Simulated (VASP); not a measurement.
# Be3As (P6/mmm) in VASP: single point with PBE

Aim: the single point of Be3As with PBE.

All numbers are computed with VASP 6.6.1; they aren't measurements. Logs are shortened: lines on timing, memory, paths and dates and some standing lists are left out, and cuts for length are marked.

### 1 The cell of the first run

It takes space group P6/mmm (No. 191, hexagonal). The conventional cell has a = 4.126 Å, b = 4.126 Å, c = 3.311 Å, α = 90.00°, β = 90.00°, γ = 120.00°. Be (site symmetry mmm) has 4 Be at 2.06 Å and 4 As at 2.64 Å within 2.7 Å. Within 3.5 Å of As (site symmetry 6/mmm) lie 12 Be at 2.64 Å and 2 As at 3.31 Å.

### 2 Single point, PBE

INCAR

```
PREC = Accurate
ENCUT = 520
EDIFF = 1E-6
ISMEAR = 0
SIGMA = 0.1
LREAL = F
LASPH = T
NELM = 100
ALGO = Normal
ISIF = 2
LWAVE = F
LCHARG = F
GGA = PE
NBANDS = 14
```

KPOINTS

```
Automatic mesh
0
Gamma
  12 12 14
```

POSCAR

```
Be3As
1.0
    4.1255860353      0.0000000000      0.0000000000
   -2.0627930177      3.5728623120      0.0000000000
    0.0000000000      0.0000000000      3.3108140794
Be As
3 1
Direct
    0.5000000000      0.5000000000      0.5000000000
    0.0000000000      0.5000000000      0.5000000000
    0.5000000000      0.0000000000      0.5000000000
    0.0000000000      0.0000000000      0.0000000000
```

Potentials or basis: VASP PAW PBE potentials, release 64 (Be, As).

The run is started by

```sh
$ cat potpaw_PBE.64/Be/POTCAR potpaw_PBE.64/As/POTCAR > POTCAR
$ mpirun -np 1 vasp_std > vasp.out
```

OUTCAR:

```text
PREC = Accurate
   ENCUT = 520
   EDIFF = 1E-6
   ISMEAR = 0
   LREAL = F
   LASPH = T
   NELM = 100
   ISIF = 2
   GGA = PE

 ion  position               nearest neighbor table
   1  0.500  0.500  0.500-   3 2.06   3 2.06   2 2.06   2 2.06   4 2.64   4 2.64   4 2.64   4 2.64

   2  0.000  0.500  0.500-   3 2.06   3 2.06   1 2.06   1 2.06   4 2.64   4 2.64   4 2.64   4 2.64

   3  0.500  0.000  0.500-   2 2.06   2 2.06   1 2.06   1 2.06   4 2.64   4 2.64   4 2.64   4 2.64

   4  0.000  0.000  0.000-   1 2.64   1 2.64   1 2.64   1 2.64   2 2.64   2 2.64   2 2.64   2 2.64
                             3 2.64   3 2.64   3 2.64   3 2.64

  LATTYP: Found a hexagonal cell.
 ALAT       =     4.1255860353
 C/A-ratio  =     0.8025075834

  Lattice vectors:

 A1 = (   4.1255860353,   0.0000000000,   0.0000000000)
 A2 = (  -2.0627930177,   3.5728623120,   0.0000000000)
 A3 = (   0.0000000000,   0.0000000000,   3.3108140794)

Analysis of symmetry for initial positions (statically):
=====================================================================
 Subroutine PRICEL returns:
 Original cell was already a primitive cell.

 Routine SETGRP: Setting up the symmetry group for a
 hexagonal supercell.

 Subroutine GETGRP returns: Found 24 space group operations
 (whereof 24 operations were pure point group operations)
 out of a pool of 24 trial point group operations.

The static configuration has the point symmetry D_6h.

Analysis of symmetry for dynamics (positions and initial velocities):
=====================================================================
 Subroutine PRICEL returns:
 Original cell was already a primitive cell.

 Routine SETGRP: Setting up the symmetry group for a
 hexagonal supercell.

 Subroutine GETGRP returns: Found 24 space group operations
 (whereof 24 operations were pure point group operations)
 out of a pool of 24 trial point group operations.

The dynamic configuration has the point symmetry D_6h.

 Subroutine INISYM returns: Found 24 space group operations
 (whereof 24 operations are pure point group operations),
 and found     1 'primitive' translations

----------------------------------------------------------------------------------------

                                     Primitive cell

  volume of cell :      48.8019

  direct lattice vectors                    reciprocal lattice vectors
     4.125586035  0.000000000  0.000000000     0.242389806  0.139943820  0.000000000
    -2.062793018  3.572862312  0.000000000     0.000000000  0.279887640  0.000000000
     0.000000000  0.000000000  3.310814079     0.000000000  0.000000000  0.302040518

  length of vectors
     4.125586035  4.125586035  3.310814079     0.279887640  0.279887640  0.302040518

  position of ions in fractional coordinates (direct lattice)
     0.500000000  0.500000000  0.500000000
     1.000000000  0.500000000  0.500000000
     0.500000000  0.000000000  0.500000000
     0.000000000  0.000000000  0.000000000

  ion indices of the primitive-cell ions
   primitive index   ion index
                 1           1
                 2           2
                 3           3
                 4           4

----------------------------------------------------------------------------------------

 KPOINTS: Automatic mesh

Automatic generation of k-mesh.
 Grid dimensions read from file:
 generate k-points for:   12   12   14

 Generating k-lattice:

  Cartesian coordinates                     Fractional coordinates (reciprocal lattice)
     0.020199151  0.011661985  0.000000000     0.083333333 -0.000000000  0.000000000
     0.000000000  0.023323970  0.000000000     0.000000000  0.083333333  0.000000000
     0.000000000  0.000000000  0.021574323     0.000000000  0.000000000  0.071428571

  Length of vectors
     0.023323970  0.023323970  0.021574323

  Shift w.r.t. Gamma in fractional coordinates (k-lattice)
     0.000000000  0.000000000  0.000000000

 Subroutine IBZKPT returns following result:
 ===========================================

 Found    152 irreducible k-points:

 Following reciprocal coordinates:
            Coordinates               Weight
  0.000000  0.000000  0.000000      1.000000
  0.083333  0.000000  0.000000      6.000000
  0.166667  0.000000  0.000000      6.000000
  0.250000  0.000000  0.000000      6.000000
  0.333333  0.000000  0.000000      6.000000
  0.416667  0.000000  0.000000      6.000000
[... 16 lines left out ...]
  0.250000  0.000000  0.071429     12.000000
  0.333333  0.000000  0.071429     12.000000
 [... further k-points ...]
   k-points           NKPTS =    152   k-points in BZ     NKDIM =    152   number of bands    NBANDS=     14
   number of dos      NEDOS =    301   number of ions     NIONS =      4
   total plane-waves  NPLWV =  28672
   dimension x,y,z NGX =    32 NGY =   32 NGZ =   28
   dimension x,y,z NGXF=    64 NGYF=   64 NGZF=   56
   ions per type =               3   1
   NGX,Y,Z   is equivalent  to a cutoff of  12.89, 12.89, 14.06 a.u.
   NGXF,Y,Z  is equivalent  to a cutoff of  25.79, 25.79, 28.12 a.u.
 SYSTEM =  unknown system
   PREC   = accura    normal or accurate (medium, high low for compatibility)
   ISTART =      0    job   : 0-new  1-cont  2-samecut
   ICHARG =      2    charge: 1-file 2-atom 10-const
   ISPIN  =      1    spin polarized calculation?
   LNONCOLLINEAR =      F non collinear calculations
   LSORBIT =      F    spin-orbit coupling
   LASPH  =      T    aspherical Exc in radial PAW
   ENCUT  =  520.0 eV  38.22 Ry    6.18 a.u.   7.67  7.67  6.16*2*pi/ulx,y,z
   NELM   =    100;   NELMIN=  2; NELMDL= -5     # of ELM steps
   EDIFF  = 0.1E-05   stopping-criterion for ELM
   LREAL  =      F    real-space projection
   EDIFFG = 0.1E-04   stopping-criterion for IOM
   NSW    =      0    number of steps for IOM
   IBRION =     -1    ionic relax: 0-MD 1-quasi-New 2-CG
   NFREE  =      0    steps in history (QN), initial steepest desc. (CG)
   ISIF   =      2    stress and relaxation
   ISYM   =      2    0-nonsym 1-usesym 2-fastsym
   POTIM  = 0.5000    time-step for ionic-motion
   TEBEG  =    0.0;   TEEND  =   0.0 temperature during run
   PSTRESS=    0.0 pullay stress
   NELECT =      11.0000    total number of electrons
   NUPDOWN=      -1.0000    fix difference up-down
   EMIN   =  10.00;   EMAX   =-10.00  energy-range for DOS
   EFERMI =   0.00;   METHOD = LEGACY
   ISMEAR =     0;   SIGMA  =   0.10  broadening in eV -4-tet -1-fermi 0-gaus
   EFERMI_NEDOS =   21; number of points for ismear=-14 and -15
   IALGO  =     38    algorithm
   IMIX   =      4    mixing-type and parameters
     AMIX     =   0.40;   BMIX     =  1.00
     AMIX_MAG =   1.60;   BMIX_MAG =  1.00
  volume/ion in A,a.u.               =      12.20        82.33
  Fermi-wavevector in a.u.,A,eV,Ry     =   0.996308  1.882749 13.505538  0.992629
  Thomas-Fermi vector in A             =   2.128387
   LORBIT       =      0    0 simple, 1 ext, 2 COOP (PROOUT), +10 PAW based schemes
   GGA     = PE    functional components
   LHFCALC =     F    Hartree Fock is set to
   AEXX    =    0.0000 exact exchange contribution
   IVDW    =     0    specifies the selected vdW correction
   LEPSILON=     F    determine dielectric tensor
   LRPA    =     F    only Hartree local field effects (RPA)
 non-spin polarized calculation
 Gauss-broadening in eV      SIGMA  =   0.10
  energy-cutoff  :      520.00
  volume of cell :       48.80
 maximum number of plane-waves:      1344
 NGX is ok and might be reduce to    32
   NGX = 15   NGY = 15   NGZ = 13

 number of electron      11.0000000 magnetization

 Free energy of the ion-electron system (eV)
  ---------------------------------------------------
  ext. energy  EPLUGINS =         0.00000000
  ---------------------------------------------------
  free energy    TOTEN  =       -14.56269876 eV

  energy without entropy =      -14.56077232  energy(sigma->0) =      -14.56173554

 E-fermi :   5.3128     XC(G=0): -10.0909

 val. band max:        5.2595046467   @ k =   0.2500   0.1667   0.0000
 cond. band min:       5.3296247894   @ k =   0.1667   0.1667   0.2857
 fundamental gap:      0.0701201427
 Fermi energy:         5.3128084774

 k-point     1 :       0.0000    0.0000    0.0000
  band No.  band energies     occupation
      1      -7.5991      2.00000
      2       1.9701      2.00000
      3       1.9701      2.00000
      4       2.9950      2.00000
      5       3.0401      2.00000
      6       4.0222      2.00000
      7       8.2834      0.00000
      8       8.2834      0.00000
      9       9.6598      0.00000
     10      12.6581      0.00000
     11      12.7530      0.00000
     12      12.7530      0.00000
     13      14.7320      0.00000
     14      14.7320      0.00000

 k-point     2 :       0.0833    0.0000    0.0000
  band No.  band energies     occupation
      1      -7.5532      2.00000
      2       1.3002      2.00000
      3       1.9265      2.00000
      4       2.8710      2.00000
      5       3.6792      2.00000
      6       4.0933      2.00000
      7       8.4305      0.00000
      8       8.6054      0.00000
      9       9.7880      0.00000
     10      12.3796      0.00000
     11      12.5683      0.00000
     12      12.7865      0.00000
     13      14.3341      0.00000
     14      14.5542      0.00000

 k-point     3 :       0.1667    0.0000    0.0000
  band No.  band energies     occupation
      1      -7.4207      2.00000
      2       0.3033      2.00000
      3       1.8133      2.00000
      4       2.5856      2.00000
      5       4.3039      2.00000
      6       4.6139      2.00000
      7       8.8498      0.00000
      8       9.2856      0.00000
      9      10.3103      0.00000
     10      11.5936      0.00000
     11      12.1200      0.00000
     12      12.8794      0.00000
     13      13.7379      0.00000
     14      14.1746      0.00000

 k-point     4 :       0.2500    0.0000    0.0000
  band No.  band energies     occupation
      1      -7.2196      2.00000
      2      -0.6433      2.00000
      3       1.6704      2.00000
      4       2.2759      2.00000
      5       4.6427      2.00000
      6       5.5367      0.00154
      7       9.4834      0.00000
      8       9.6893      0.00000
      9      10.5483      0.00000
     10      11.4136      0.00000
     11      11.7880      0.00000
     12      13.0099      0.00000
     13      13.2956      0.00000
     14      13.7875      0.00000

 k-point     5 :       0.3333    0.0000    0.0000
  band No.  band energies     occupation
      1      -6.9870      2.00000
      2      -1.4364      2.00000
      3       1.5385      2.00000
      4       2.0228      2.00000
      5       5.0800      1.99900
      6       6.4249      0.00000
      7       9.5112      0.00000
      8       9.5403      0.00000
      9      10.2439      0.00000
     10      11.6744      0.00000
     11      12.9895      0.00000
[... 276 lines left out ...]
 k-point    22 :       0.1667    0.0000    0.0714
  band No.  band energies     occupation
      1      -7.3639      2.00000
      2       0.3559      2.00000
      3       1.8803      2.00000
      4       2.6046      2.00000
      5       3.4627      2.00000
      6       5.1811      1.93755
      7       8.8822      0.00000
      8       9.3066      0.00000
      9      10.6341      0.00000
     10      10.7758      0.00000
     11      12.2133      0.00000
     12      12.7752      0.00000
     13      13.5322      0.00000
     14      14.3921      0.00000

 k-point    23 :       0.2500    0.0000    0.0714
  band No.  band energies     occupation
      1      -7.1624      2.00000
      2      -0.5858      2.00000
      3       1.7358      2.00000
      4       2.3008      2.00000
      5       3.8495      2.00000
      6       6.0792      0.00000
      7       9.2075      0.00000
      8       9.5097      0.00000
      9      10.4894      0.00000
     10      11.6747      0.00000
     11      12.1523      0.00000
     12      12.2670      0.00000
     13      13.1751      0.00000
     14      14.3195      0.00000

 k-point    24 :       0.3333    0.0000    0.0714
  band No.  band energies     occupation
      1      -6.9294      2.00000
      2      -1.3773      2.00000
      3       1.6026      2.00000
      4       2.0527      2.00000
      5       4.2890      2.00000
      6       6.9717      0.00000
      7       8.4112      0.00000
      8      10.2614      0.00000
      9      10.5486      0.00000
     10      11.7366      0.00000
     11      12.0647      0.00000
     12      12.7601      0.00000
     13      13.5897      0.00000
     14      14.3105      0.00000

 [... further k-points ...]
[... 5 lines left out ...]
  --------------------------------------------------------------------------------------
  -------------------------------------------------------------------------------------
  Total        0.0412130      0.0412130      0.0410947     -0.0000000      0.0000000      0.0000000
  in kB        1.3530323      1.3530323      1.3491475     -0.0000000      0.0000000      0.0000000
  external PRESSURE =       1.3517374 kB  Pullay stress =       0.0000000 kB

 VOLUME and BASIS-vectors are now :
 -----------------------------------------------------------------------------
  energy-cutoff  :      520.00
  volume of cell :       48.80
      direct lattice vectors                 reciprocal lattice vectors
     4.125586035  0.000000000  0.000000000     0.242389806  0.139943820  0.000000000
    -2.062793018  3.572862312  0.000000000     0.000000000  0.279887640  0.000000000
     0.000000000  0.000000000  3.310814079     0.000000000  0.000000000  0.302040518

 POSITION                                       TOTAL-FORCE (eV/Angst)
 -----------------------------------------------------------------------------------
      1.03140      1.78643      1.65541         0.000000      0.000000      0.000000
     -1.03140      1.78643      1.65541         0.000000      0.000000      0.000000
      2.06279      0.00000      1.65541        -0.000000      0.000000      0.000000
      0.00000      0.00000      0.00000         0.000000      0.000000      0.000000
 -----------------------------------------------------------------------------------
    total drift:                                0.000000      0.000000     -0.000000

  FREE ENERGIE OF THE ION-ELECTRON SYSTEM (eV)
  ---------------------------------------------------
  free  energy   TOTEN  =       -14.5626987576 eV

  energy  without entropy=      -14.5607723239  energy(sigma->0) =      -14.56173554
```

Run time: 42 s. Hardware: 1 thread of AMD EPYC 9R45 (Zen 5), shared host; peak memory 0.21 GiB.

What came out:

- Free energy: -14.5627 eV
- Pressure: 0.1 GPa
